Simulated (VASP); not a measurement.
# Ti3Se4 (P6_3/m) in VASP: electric field gradients with r2SCAN

Aim: the electric field gradients of Ti3Se4 with r2SCAN.

Program: VASP 6.6.1. These are calculated values, not measurements. Logs are shortened: lines on timing, memory, paths and dates and some standing lists are left out, and cuts for length are marked.

### 1 The cell of the first run

Symmetry: P6_3/m, No. 176, hexagonal system. Conventional cell: a = 9.901 Å, b = 9.901 Å, c = 3.576 Å, α = 90.00°, β = 90.00°, γ = 120.00°. Within 3.4 Å of Ti (site symmetry m) lie 6 Se at 2.55 to 2.66 Å and 4 Ti at 3.25 to 3.28 Å. Se (site symmetry m) has 4 Ti at 2.55 to 2.66 Å within 3.4 Å. Within 3.4 Å of Se (site symmetry -6) lie 6 Ti at 2.60 Å.

### 2 Electric field gradients, r2SCAN

The input, POSCAR:

```
Ti3Se4
1.0
    9.9011555370      0.0000000000      0.0000000000
   -4.9505777685      8.5746522219      0.0000000000
    0.0000000000      0.0000000000      3.5763218000
Ti Se
6 8
Direct
    0.5109970200      0.6422113700      0.7500000000
    0.8687856500      0.5109970200      0.2500000000
    0.6422113700      0.1312143500      0.2500000000
    0.3577886300      0.8687856500      0.7500000000
    0.1312143500      0.4890029800      0.7500000000
    0.4890029800      0.3577886300      0.2500000000
    0.6480969200      0.9511967200      0.7500000000
    0.6969002000      0.6480969200      0.2500000000
    0.9511967200      0.3030998000      0.2500000000
    0.0488032800      0.6969002000      0.7500000000
    0.3030998000      0.3519030800      0.7500000000
    0.3519030800      0.0488032800      0.2500000000
    0.3333333333      0.6666666667      0.2500000000
    0.6666666667      0.3333333333      0.7500000000
```

The input, INCAR.step1:

```
ALGO     = Normal         # electronic algorithm
EDIFF    = 1E-4           # SCF threshold, eV
ENCUT    = 520            # plane-wave cutoff, eV
GGA      = PE             # functional
ISMEAR   = -1             # smearing method
LASPH    = T              # aspherical terms in the spheres
LCHARG   = F              # write CHGCAR
LREAL    = F              # projectors in reciprocal space
LWAVE    = T              # write WAVECAR
NBANDS   = 73             # bands
NELM     = 100            # most SCF steps
PREC     = Accurate       # precision mode
SIGMA    = 0.05           # smearing width, eV
```

The input, INCAR.step2:

```
ALGO     = Normal         # electronic algorithm
EDIFF    = 1E-8           # SCF threshold, eV
ENCUT    = 520            # plane-wave cutoff, eV
ISIF     = 2              # what is computed and relaxed
ISMEAR   = -1             # smearing method
ISTART   = 1            
LASPH    = T              # aspherical terms in the spheres
LCHARG   = F              # write CHGCAR
LEFG     = T            
LMIXTAU  = T            
LREAL    = F              # projectors in reciprocal space
LWAVE    = F              # write WAVECAR
METAGGA  = R2SCAN         # meta-GGA
NBANDS   = 73             # bands
NELM     = 100            # most SCF steps
PREC     = Accurate       # precision mode
SIGMA    = 0.05           # smearing width, eV
```

The input, KPOINTS:

```
k-points
0
Gamma
  4 4 9
```

Potentials or basis: VASP PAW PBE potentials, release 64 (Ti_sv, Se).

Run with:

```console
$ cat potpaw_PBE.64/Ti_sv/POTCAR potpaw_PBE.64/Se/POTCAR > POTCAR
$ cp INCAR.step1 INCAR
$ mpirun -np 1 vasp_std > vasp.out
$ cp INCAR.step2 INCAR
$ mpirun -np 1 vasp_std > vasp.out
```

OUTCAR:

```text
EDIFF = 1E-8
   ENCUT = 520
   ISIF = 2
   ISMEAR = -1
   ISTART = 1
   LASPH = T
   LREAL = F
   METAGGA = R2SCAN
   NELM = 100
   PREC = Accurate

 ion  position               nearest neighbor table
   1  0.511  0.642  0.750-   8 2.55   8 2.55  11 2.57  13 2.60  13 2.60   7 2.66
   2  0.869  0.511  0.250-  10 2.55  10 2.55   9 2.57  14 2.60  14 2.60   8 2.66
   3  0.642  0.131  0.250-   7 2.55   7 2.55  12 2.57  14 2.60  14 2.60   9 2.66
   4  0.358  0.869  0.750-  12 2.55  12 2.55   7 2.57  13 2.60  13 2.60  10 2.66
   5  0.131  0.489  0.750-   9 2.55   9 2.55  10 2.57  13 2.60  13 2.60  11 2.66
   6  0.489  0.358  0.250-  11 2.55  11 2.55   8 2.57  14 2.60  14 2.60  12 2.66
   7  0.648  0.951  0.750-   3 2.55   3 2.55   4 2.57   1 2.66
   8  0.697  0.648  0.250-   1 2.55   1 2.55   6 2.57   2 2.66
   9  0.951  0.303  0.250-   5 2.55   5 2.55   2 2.57   3 2.66
  10  0.049  0.697  0.750-   2 2.55   2 2.55   5 2.57   4 2.66
  11  0.303  0.352  0.750-   6 2.55   6 2.55   1 2.57   5 2.66
  12  0.352  0.049  0.250-   4 2.55   4 2.55   3 2.57   6 2.66
  13  0.333  0.667  0.250-   4 2.60   4 2.60   5 2.60   5 2.60   1 2.60   1 2.60
  14  0.667  0.333  0.750-   3 2.60   3 2.60   2 2.60   2 2.60   6 2.60   6 2.60

  LATTYP: Found a hexagonal cell.
 ALAT       =     9.9011555370
 C/A-ratio  =     0.3612024664

  Lattice vectors:

 A1 = (   9.9011555370,   0.0000000000,   0.0000000000)
 A2 = (  -4.9505777685,   8.5746522219,   0.0000000000)
 A3 = (   0.0000000000,   0.0000000000,   3.5763218000)

Analysis of symmetry for initial positions (statically):
=====================================================================
 Subroutine PRICEL returns:
 Original cell was already a primitive cell.

 Routine SETGRP: Setting up the symmetry group for a
 hexagonal supercell.

 Subroutine GETGRP returns: Found 12 space group operations
 (whereof  6 operations were pure point group operations)
 out of a pool of 24 trial point group operations.

The static configuration has the point symmetry S_6 .
 The point group associated with its full space group is C_6h.

Analysis of symmetry for dynamics (positions and initial velocities):
=====================================================================
 Subroutine PRICEL returns:
 Original cell was already a primitive cell.

 Routine SETGRP: Setting up the symmetry group for a
 hexagonal supercell.

 Subroutine GETGRP returns: Found 12 space group operations
 (whereof  6 operations were pure point group operations)
 out of a pool of 24 trial point group operations.

The dynamic configuration has the point symmetry S_6 .
 The point group associated with its full space group is C_6h.

 Subroutine INISYM returns: Found 12 space group operations
 (whereof  6 operations are pure point group operations),
 and found     1 'primitive' translations

----------------------------------------------------------------------------------------

                                     Primitive cell

  volume of cell :     303.6260

  direct lattice vectors                    reciprocal lattice vectors
     9.901155537  0.000000000  0.000000000     0.100998312  0.058311403  0.000000000
    -4.950577768  8.574652222  0.000000000     0.000000000  0.116622806  0.000000000
     0.000000000  0.000000000  3.576321800     0.000000000  0.000000000  0.279616896

  length of vectors
     9.901155537  9.901155537  3.576321800     0.116622806  0.116622806  0.279616896

  position of ions in fractional coordinates (direct lattice)
     0.510997020  0.642211370  0.750000000
     0.868785650  0.510997020  0.250000000
     0.642211370  0.131214350  0.250000000
     0.357788630  0.868785650  0.750000000
     0.131214350  0.489002980  0.750000000
     0.489002980  0.357788630  0.250000000
     0.648096920  0.951196720  0.750000000
     0.696900200  0.648096920  0.250000000
     0.951196720  0.303099800  0.250000000
     0.048803280  0.696900200  0.750000000
[... 119 lines left out ...]
 non-spin polarized calculation
  energy-cutoff  :      520.00
  volume of cell :      303.63
 maximum number of plane-waves:      8227
 NGX is ok and might be reduce to    80
   NGX = 37   NGY = 37   NGZ = 13

 number of electron     120.0000029 magnetization

 Free energy of the ion-electron system (eV)
  ---------------------------------------------------
  ext. energy  EPLUGINS =         0.00000000
  ---------------------------------------------------
  free energy    TOTEN  =      -211.37912780 eV

  energy without entropy =     -211.33939110  energy(sigma->0) =     -211.35925945

 E-fermi :   5.5338     XC(G=0): -10.2625

 val. band max:        5.4502563510   @ k =   0.0000   0.0000   0.1111
 cond. band min:       5.5823408841   @ k =   0.2500   0.0000   0.1111
 fundamental gap:      0.1320845331
 Fermi energy:         5.5338135826

 k-point     1 :       0.0000    0.0000    0.0000
  band No.  band energies     occupation
      1     -54.4335      2.00000
      2     -54.4252      2.00000
      3     -54.4252      2.00000
      4     -54.4219      2.00000
      5     -54.4138      2.00000
      6     -54.4138      2.00000
[... 1489 lines left out ...]
     71       7.0873      0.00000
     72       7.1066      0.00000
 [bands above 72 left out]

------------------------ aborting loop because EDIFF is reached ----------------------------------------

  FORCE on cell =-STRESS in cart. coord.  units (eV):
  Direction    XX          YY          ZZ          XY          YZ          ZX
  --------------------------------------------------------------------------------------
  -------------------------------------------------------------------------------------
  Total        0.0557893      0.0557893      0.2547240      0.0000817      0.0000000      0.0000000
  in kB        0.2943895      0.2943895      1.3441304      0.0004310      0.0000000      0.0000000
  external PRESSURE =       0.6443031 kB  Pullay stress =       0.0000000 kB

 VOLUME and BASIS-vectors are now :
 -----------------------------------------------------------------------------
  energy-cutoff  :      520.00
  volume of cell :      303.63
      direct lattice vectors                 reciprocal lattice vectors
     9.901155537  0.000000000  0.000000000     0.100998312  0.058311403  0.000000000
    -4.950577768  8.574652222  0.000000000     0.000000000  0.116622806  0.000000000
     0.000000000  0.000000000  3.576321800     0.000000000  0.000000000  0.279616896

 POSITION                                       TOTAL-FORCE (eV/Angst)
 -----------------------------------------------------------------------------------
      1.88014      5.50674      2.68224         0.013999      0.006430      0.000000
      6.07225      4.38162      0.89408         0.001431      0.015338     -0.000000
      5.70905      1.12512      0.89408         0.012567     -0.008908      0.000000
     -0.75847      7.44953      2.68224        -0.012567      0.008908     -0.000000
     -1.12167      4.19303      2.68224        -0.001431     -0.015338      0.000000
      3.07043      3.06791      0.89408        -0.013999     -0.006430     -0.000000
      1.70794      8.15618      2.68224        -0.007540      0.003961      0.000000
      3.69166      5.55721      0.89408        -0.007200     -0.004550     -0.000000
      7.91743      2.59898      0.89408        -0.000340      0.008510     -0.000000
     -2.96685      5.97568      2.68224         0.000340     -0.008510     -0.000000
      1.25891      3.01745      2.68224         0.007200      0.004550      0.000000
      3.24264      0.41847      0.89408         0.007540     -0.003961     -0.000000
     -0.00000      5.71643      0.89408         0.000000      0.000000      0.000000
      4.95058      2.85822      2.68224         0.000000      0.000000     -0.000000
 -----------------------------------------------------------------------------------
    total drift:                                0.000000     -0.000000     -0.000000

  FREE ENERGIE OF THE ION-ELECTRON SYSTEM (eV)
  ---------------------------------------------------
  free  energy   TOTEN  =      -211.3791277984 eV

  energy  without entropy=     -211.3393911016  energy(sigma->0) =     -211.35925945

 Electric field gradients (V/A^2)
---------------------------------------------------------------------
 ion       V_xx      V_yy      V_zz      V_xy      V_xz      V_yz
---------------------------------------------------------------------
   1     -17.357    -3.122    20.480    -2.125     0.000     0.000
   2      -4.841   -15.639    20.480    -5.104     0.000    -0.000
   3      -8.519   -11.961    20.480     7.225    -0.000    -0.000
   4      -8.519   -11.961    20.480     7.225    -0.000    -0.000
   5      -4.841   -15.639    20.480    -5.104    -0.000    -0.000
   6     -17.357    -3.122    20.480    -2.125    -0.000     0.000
   7      17.794    17.318   -35.112    18.688    -0.000    -0.000
   8       1.253    33.859   -35.112    -9.138     0.000    -0.000
   9      33.622     1.491   -35.112    -9.550    -0.000    -0.000
  10      33.622     1.491   -35.112    -9.550     0.000     0.000
  11       1.253    33.859   -35.112    -9.138     0.000     0.000
  12      17.794    17.318   -35.112    18.688     0.000    -0.000
  13     -25.672   -25.672    51.344     0.000    -0.000    -0.000
  14     -25.672   -25.672    51.344     0.000     0.000    -0.000
---------------------------------------------------------------------

 Electric field gradients after diagonalization (V/A^2)
 (convention: |V_zz| > |V_xx| > |V_yy|)
----------------------------------------------------------------------
 ion       V_xx      V_yy      V_zz     asymmetry (V_yy - V_xx)/ V_zz
----------------------------------------------------------------------
   1     -17.668    -2.812    20.480       0.725
   2     -17.669    -2.811    20.480       0.726
   3     -17.667    -2.813    20.480       0.725
   4     -17.667    -2.813    20.480       0.725
   5     -17.669    -2.811    20.480       0.726
   6     -17.668    -2.812    20.480       0.725
   7     -35.112    -1.133    36.245       0.937
   8     -35.112    -1.133    36.245       0.937
   9     -35.112    -1.133    36.245       0.937
  10     -35.112    -1.133    36.245       0.937
  11     -35.112    -1.133    36.245       0.937
  12     -35.112    -1.133    36.245       0.937
  13     -25.672   -25.672    51.344       0.000
  14     -25.672   -25.672    51.344       0.000
----------------------------------------------------------------------

           NMR quadrupolar parameters

 Cq : quadrupolar parameter    Cq=e*Q*V_zz/h
 eta: asymmetry parameters     (V_yy - V_xx)/ V_zz
 Q  : nuclear electric quadrupole moment in mb (millibarn)
----------------------------------------------------------------------
 ion       Cq(MHz)       eta       Q (mb)
----------------------------------------------------------------------
   1       0.050       0.725       1.000
   2       0.050       0.726       1.000
   3       0.050       0.725       1.000
   4       0.050       0.725       1.000
   5       0.050       0.726       1.000
   6       0.050       0.725       1.000
   7       0.088       0.937       1.000
   8       0.088       0.937       1.000
   9       0.088       0.937       1.000
  10       0.088       0.937       1.000
  11       0.088       0.937       1.000
  12       0.088       0.937       1.000
  13       0.124       0.000       1.000
  14       0.124       0.000       1.000
----------------------------------------------------------------------
```

It took 46 min on 1 thread of AMD EPYC 9R45 (Zen 5), shared host; peak memory 0.63 GiB.

What came out:

| Property | Result |
| --- | --- |
| Free energy | -211.3791 eV |
| Pressure | 0.1 GPa |
| Largest force | 0.015 eV/Å |
| Band gap on the k mesh | zero (band 60 reaches 5.59 eV, above the bottom of band 61 at 5.34 eV) |

Forces in eV/Å, atoms in the order of the input:
```
Ti   0.014  0.006  0.000
Ti   0.001  0.015  0.000
Ti   0.013 -0.009  0.000
Ti  -0.013  0.009  0.000
Ti  -0.001 -0.015  0.000
Ti  -0.014 -0.006  0.000
Se  -0.008  0.004  0.000
Se  -0.007 -0.005  0.000
Se   0.000  0.009  0.000
Se   0.000 -0.009  0.000
Se   0.007  0.005  0.000
Se   0.008 -0.004  0.000
Se   0.000  0.000  0.000
Se   0.000  0.000  0.000
```

Electric field gradients, principal values (V/Å²):
```tsv
atom	least	middle	greatest (by size)
1 Ti	-2.812	-17.668	20.480
2 Ti	-2.811	-17.669	20.480
3 Ti	-2.813	-17.667	20.480
4 Ti	-2.813	-17.667	20.480
5 Ti	-2.811	-17.669	20.480
6 Ti	-2.812	-17.668	20.480
7 Se	-1.133	-35.112	36.245
8 Se	-1.133	-35.112	36.245
9 Se	-1.133	-35.112	36.245
10 Se	-1.133	-35.112	36.245
11 Se	-1.133	-35.112	36.245
12 Se	-1.133	-35.112	36.245
13 Se	-25.672	-25.672	51.344
14 Se	-25.672	-25.672	51.344
```

Caveat: without QUAD_EFG the Cq values of the log hold for a quadrupole moment of 1 mb, not for the nuclei; the PAW data sets were made with another functional, which shifts forces and pressure a little.
